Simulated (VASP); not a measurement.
# PbS (Fm-3m) in VASP: notebook, part 2 of 2

VASP 6.6.1. The steps go on from the part before.

### Step 3. Single point, PBE+D3(BJ) (27.71 Å³/atom)

This run uses another cell than the first one, of 27.71 Å³/atom.

File INCAR:

```
SYSTEM = PbS
PREC = Accurate
ENCUT = 520
EDIFF = 1E-7
ISMEAR = 0
SIGMA = 0.02
LREAL = .FALSE.
LASPH = .TRUE.
NELM = 60
ALGO = Normal
ISIF = 2
LWAVE = .FALSE.
LCHARG = .FALSE.
GGA = PE
IVDW = 12
NBANDS = 17
```

File KPOINTS:

```
regular mesh
0
G
  10 10 10
  0 0 0
```

File POSCAR:

```
PbS
1.0
    0.0000000000      3.0261378045      3.0261378045
    3.0261378045      0.0000000000      3.0261378045
    3.0261378045      3.0261378045      0.0000000000
Pb S
1 1
Direct
    0.0000000000      0.0000000000      0.0000000000
    0.5000000000      0.5000000000      0.5000000000
```

Potentials or basis: VASP PAW PBE potentials, release 64 (Pb_d, S).

Launch:

```bash
$ cat potpaw_PBE.64/Pb_d/POTCAR potpaw_PBE.64/S/POTCAR > POTCAR
$ mpirun -np 1 vasp_std > vasp.out
```

OUTCAR:

```text
SYSTEM = PbS
   PREC = Accurate
   ENCUT = 520
   EDIFF = 1E-7
   ISMEAR = 0
   LREAL = .FALSE.
   LASPH = .TRUE.
   NELM = 60
   ISIF = 2
   GGA = PE
   IVDW = 12
 IVDW          = 12

 ion  position               nearest neighbor table
   1  0.000  0.000  0.000-   2 3.03   2 3.03   2 3.03   2 3.03   2 3.03   2 3.03
   2  0.500  0.500  0.500-   1 3.03   1 3.03   1 3.03   1 3.03   1 3.03   1 3.03

  LATTYP: Found a face centered cubic cell.
 ALAT       =     6.0522756090

  Lattice vectors:

 A1 = (   0.0000000000,   3.0261378045,   3.0261378045)
 A2 = (   3.0261378045,   0.0000000000,   3.0261378045)
 A3 = (   3.0261378045,   3.0261378045,   0.0000000000)

[... 664 lines left out ...]

 Edisp (eV)   -0.65348

 E8    (eV) :    -0.2948

  FORCE on cell =-STRESS in cart. coord.  units (eV):
  Direction    XX          YY          ZZ          XY          YZ          ZX
  --------------------------------------------------------------------------------------
  -------------------------------------------------------------------------------------
  Total      -1.04117    -1.04117    -1.04117    -0.00000     0.00000    -0.00000
  in kB     -30.09803   -30.09803   -30.09803    -0.00000     0.00000    -0.00000
  external pressure =      -30.10 kB  Pullay stress =        0.00 kB

 VOLUME and BASIS-vectors are now :
 -----------------------------------------------------------------------------
  energy-cutoff  :      520.00
  volume of cell :       55.42
      direct lattice vectors                 reciprocal lattice vectors
     0.000000000  3.026137804  3.026137804    -0.165227109  0.165227109  0.165227109
     3.026137804  0.000000000  3.026137804     0.165227109 -0.165227109  0.165227109
     3.026137804  3.026137804  0.000000000     0.165227109  0.165227109 -0.165227109

 POSITION                                       TOTAL-FORCE (eV/Angst)
 -----------------------------------------------------------------------------------
      0.00000      0.00000      0.00000        -0.000000     -0.000000     -0.000000
      3.02614      3.02614      3.02614         0.000000      0.000000      0.000000
 -----------------------------------------------------------------------------------
    total drift:                                0.000000     -0.000000     -0.000000

  FREE ENERGIE OF THE ION-ELECTRON SYSTEM (eV)
  ---------------------------------------------------
  free  energy   TOTEN  =        -9.4188952666 eV

  energy  without entropy=       -9.4188952666  energy(sigma->0) =       -9.41889527
```

OSZICAR:

```text
N       E                     dE             d eps       ncg     rms          rms(c)
DAV:   1     0.163042196236E+03    0.16304E+03   -0.95145E+03  1598   0.121E+03
DAV:   2     0.368189747553E+01   -0.15936E+03   -0.15358E+03  1678   0.313E+02
DAV:   3    -0.897192671355E+01   -0.12654E+02   -0.12558E+02  2144   0.933E+01
DAV:   4    -0.929230344620E+01   -0.32038E+00   -0.31994E+00  1969   0.167E+01
DAV:   5    -0.930454731696E+01   -0.12244E-01   -0.12243E-01  2330   0.316E+00    0.425E+00
DAV:   6    -0.875961237837E+01    0.54493E+00   -0.16031E+00  2471   0.802E+00    0.295E+00
DAV:   7    -0.876194755376E+01   -0.23352E-02   -0.14895E-01  1899   0.188E+00    0.179E+00
DAV:   8    -0.876599466297E+01   -0.40471E-02   -0.19533E-02  1894   0.143E+00    0.410E-01
DAV:   9    -0.876514747463E+01    0.84719E-03   -0.44124E-03  2486   0.538E-01    0.106E-01
DAV:  10    -0.876541360730E+01   -0.26613E-03   -0.46120E-04  1825   0.122E-01    0.876E-02
DAV:  11    -0.876541389662E+01   -0.28932E-06   -0.64523E-05  2252   0.872E-02    0.135E-02
DAV:  12    -0.876541512482E+01   -0.12282E-05   -0.43136E-06  1970   0.201E-02    0.365E-03
DAV:  13    -0.876541511677E+01    0.80511E-08   -0.19519E-07  2130   0.505E-03
   1 F= -.94188953E+01 E0= -.94188953E+01  d E =-.284722E-29
```

It took 45 s on 1 thread of AMD EPYC 7R13, shared host; peak memory 0.18 GiB.

What came out:

| Quantity | Value |
| --- | --- |
| Free energy | -9.4189 eV |
| Pressure | -3.0 GPa |
| Band gap on the k mesh | 0.57 eV |
| Dispersion energy per atom | -0.327 eV |

Levels at points of the mesh, in eV from the valence-band top:
| k point | band 8 | band 9 | band 10 | band 11 | band 12 | band 13 |
| --- | --- | --- | --- | --- | --- | --- |
| (0.00, 0.00, 0.00) | -1.82 | -1.82 | -1.82 | 5.09 | 5.09 | 5.09 |
| (0.50, 0.00, 0.00) | -1.48 | -1.48 | 0.00 | 0.57 | 2.14 | 2.14 |
| (0.50, 0.50, 0.00) | -4.63 | -3.00 | -3.00 | 4.18 | 5.43 | 5.51 |

Caveat: the cell stands under tension; spin-orbit coupling is left out, which moves the levels of the heavy elements.

### Step 4. Single point, PBE+D3(BJ) (28.76 Å³/atom)

This run uses another cell than the first one, of 28.76 Å³/atom.

File INCAR:

```
ALGO = Normal ; EDIFF = 1E-7
ENCUT = 520 ; GGA = PE
ISIF = 2 ; ISMEAR = 0
IVDW = 12 ; LASPH = True
LCHARG = True ; LELF = True
LREAL = False ; LVHAR = True
LWAVE = False ; NBANDS = 17
NELM = 80 ; PREC = Accurate
SIGMA = 0.02
```

File KPOINTS:

```
k-points
0
Gamma
  10 10 10
```

File POSCAR:

```
PbS
1.0
    0.0000000000      3.0637334226      3.0637334226
    3.0637334226      0.0000000000      3.0637334226
    3.0637334226      3.0637334226      0.0000000000
Pb S
1 1
Direct
    0.0000000000      0.0000000000      0.0000000000
    0.5000000000      0.5000000000      0.5000000000
```

Launch:

```bash
$ cat potpaw_PBE.64/Pb_d/POTCAR potpaw_PBE.64/S/POTCAR > POTCAR
$ mpirun -np 1 vasp_std > vasp.out
```

It took 56 s on 1 thread of AMD EPYC 7R13, shared host; peak memory 0.18 GiB.

The run converged. Its results:

```yaml
Free_energy: -9.3733 eV
Pressure: -3.8 GPa
Band_gap_on_the_k_mesh: 0.67 eV
Dispersion_energy_per_atom: -0.317 eV
```

Levels at points of the mesh, in eV from the valence-band top:
```
           k point  band 8  band 9  band 10  band 11  band 12  band 13
(0.00, 0.00, 0.00)   -1.63   -1.63    -1.63     5.00     5.00     5.00
(0.50, 0.00, 0.00)   -1.30   -1.30     0.00     0.67     2.23     2.23
(0.50, 0.50, 0.00)   -4.31   -2.75    -2.75     4.35     5.33     5.40
```

Caveat: the cell stands under tension; spin-orbit coupling is left out, which moves the levels of the heavy elements.

### Step 5. Relaxation of cell and atoms, PBE+D3(BJ)

This run uses another cell than the first one, of 26.09 Å³/atom.

File INCAR:

```
PREC     = Accurate       # precision mode
ENCUT    = 600            # plane-wave cutoff, eV
EDIFF    = 1E-7           # SCF threshold, eV
ISMEAR   = 0              # smearing method
SIGMA    = 0.02           # smearing width, eV
LREAL    = False          # projectors in reciprocal space
LASPH    = True           # aspherical terms in the spheres
NELM     = 100            # most SCF steps
ALGO     = Normal         # electronic algorithm
ISIF     = 3              # what is computed and relaxed
LWAVE    = False          # write WAVECAR
LCHARG   = False          # write CHGCAR
GGA      = PE             # functional
IVDW     = 12             # dispersion correction
IBRION   = 2              # ionic algorithm
NSW      = 100            # ionic steps
EDIFFG   = -0.005         # ionic threshold
```

File KPOINTS:

```
Automatic mesh
0
Gamma
  10 10 10
```

File POSCAR:

```
PbS
1.0
    0.0000000000      2.9657500000      2.9657500000
    2.9657500000      0.0000000000      2.9657500000
    2.9657500000      2.9657500000      0.0000000000
Pb S
1 1
Direct
    0.0000000000      0.0000000000      0.0000000000
    0.5000000000      0.5000000000      0.5000000000
```

Launch:

```bash
$ cat potpaw_PBE.64/Pb_d/POTCAR potpaw_PBE.64/S/POTCAR > POTCAR
$ mpirun -np 1 vasp_std > vasp.out
```

Run time: 1.8 min. Hardware: 1 thread of AMD EPYC 7R13, shared host; peak memory 0.21 GiB.

It converged, with:

```yaml
Free_energy: -9.4502 eV
Relaxed_volume: 26.12 Å³/atom
Relaxed_cell: a = 4.196 Å, b = 4.196 Å, c = 4.196 Å, α = 60.00°, β = 60.00°, γ = 60.00°
Space_group_after_relaxing_to_0.1_Å: Fm-3m (No. 225)
Energy_gained_by_relaxing: 0.0 meV/atom
Ionic_steps: 2
Pressure_after_relaxing: 0.0 GPa
Band_gap_on_the_k_mesh: 0.37 eV
Dispersion_energy_per_atom: -0.347 eV
```

Final structure:
```
Pb S
1.0
     0.00000    2.96716    2.96716
     2.96716    0.00000    2.96716
     2.96716    2.96716    0.00000
Pb S
1 1
Direct
  0.00000 0.00000 0.00000
  0.50000 0.50000 0.50000
```

Levels at points of the mesh, in eV from the valence-band top:
| k point | band 6 | band 7 | band 8 | band 9 | band 10 | band 11 | band 12 | band 13 | band 14 |
| --- | --- | --- | --- | --- | --- | --- | --- | --- | --- |
| (0.00, 0.00, 0.00) | -13.58 | -6.04 | -2.16 | -2.16 | -2.16 | 5.21 | 5.21 | 5.21 | 6.74 |
| (0.50, 0.00, 0.00) | -12.34 | -8.84 | -1.77 | -1.77 | 0.00 | 0.37 | 1.97 | 1.97 | 8.66 |
| (0.50, 0.50, 0.00) | -11.92 | -7.20 | -5.18 | -3.43 | -3.43 | 3.87 | 5.57 | 5.68 | 5.68 |

Caveat: spin-orbit coupling is left out, which moves the levels of the heavy elements.

### Step 6. Single point, RPBE

This run uses another cell than the first one, of 26.14 Å³/atom.

File INCAR:

```
PREC = Accurate
ENCUT = 500
EDIFF = 1E-6
ISMEAR = 0
SIGMA = 0.02
LREAL = F
LASPH = T
NELM = 120
ALGO = Normal
ISIF = 2
LWAVE = F
LCHARG = F
GGA = RP
NBANDS = 17
GGA_COMPAT = F
```

File KPOINTS:

```
regular mesh
0
Gamma
  6 6 6
```

File POSCAR:

```
PbS
1.0
    0.0000000000      2.9679283540      2.9679283540
    2.9679283540      0.0000000000      2.9679283540
    2.9679283540      2.9679283540      0.0000000000
Pb S
1 1
Direct
    0.0000000000      0.0000000000      0.0000000000
    0.5000000000      0.5000000000      0.5000000000
```

Potentials or basis: VASP PAW PBE potentials, release 64 (Pb_d, S).

Launch:

```bash
$ cat potpaw_PBE.64/Pb_d/POTCAR potpaw_PBE.64/S/POTCAR > POTCAR
$ mpirun -np 1 vasp_std > vasp.out
```

It took 13 s on 1 thread of Intel Xeon Platinum 8259CL at 2.50GHz (Skylake/Cascade Lake), shared host; peak memory 0.17 GiB.

It converged, with:

```yaml
Free_energy: -8.0642 eV
Pressure: 3.9 GPa
Band_gap_on_the_k_mesh: 0.47 eV
```

Levels at points of the mesh, in eV from the valence-band top:
```
           k point  band 6  band 7  band 8  band 9  band 10  band 11  band 12  band 13  band 14  band 15
(0.00, 0.00, 0.00)  -13.57   -6.00   -2.17   -2.17    -2.17     5.27     5.27     5.27     6.78     6.78
(0.50, 0.00, 0.00)  -12.35   -8.80   -1.79   -1.79     0.00     0.47     2.02     2.02     8.81    10.12
(0.50, 0.50, 0.00)  -11.93   -7.17   -5.14   -3.42    -3.42     3.97     5.64     5.73     5.73    11.13
```

Caveat: the cell stands under pressure; the PAW data sets were made with another functional, which shifts forces and pressure a little; spin-orbit coupling is left out, which moves the levels of the heavy elements. A k mesh can miss the band edges.

### Step 7. Summary

```csv
task,level,cell,k mesh,cutoff (eV),gap on the mesh (eV),pressure (GPa)
single point,PBE+D3(BJ),"a = 4.239 Å, angles 60.0°, 2 atoms",10 × 10 × 10,520,0.48,-1.7
single point,PBE+D3(BJ),"a = 4.280 Å, angles 60.0°, 2 atoms",10 × 10 × 10,520,0.57,-3.0
single point,PBE+D3(BJ),"a = 4.333 Å, angles 60.0°, 2 atoms",10 × 10 × 10,520,0.67,-3.8
relaxation of cell and atoms,PBE+D3(BJ),"relaxed from a = 4.194 Å, angles 60.0°, 2 atoms",10 × 10 × 10,600,0.37,0.0
single point,RPBE,"a = 4.197 Å, angles 60.0°, 2 atoms",6 × 6 × 6,500,0.47,3.9
```

Alike in all rows: potentials or basis VASP PAW PBE potentials, release 64 (Pb_d, S); no spin polarisation; smearing gaussian 0.02 eV.

Caveats: spin-orbit coupling is left out, which moves the levels of the heavy elements; the cell stands under tension (at least some runs); the cell stands under pressure (at least some runs); the PAW data sets were made with another functional, which shifts forces and pressure a little (at least some runs).

Total energies depend on the potentials used, so only differences within one code and one set of settings carry meaning.
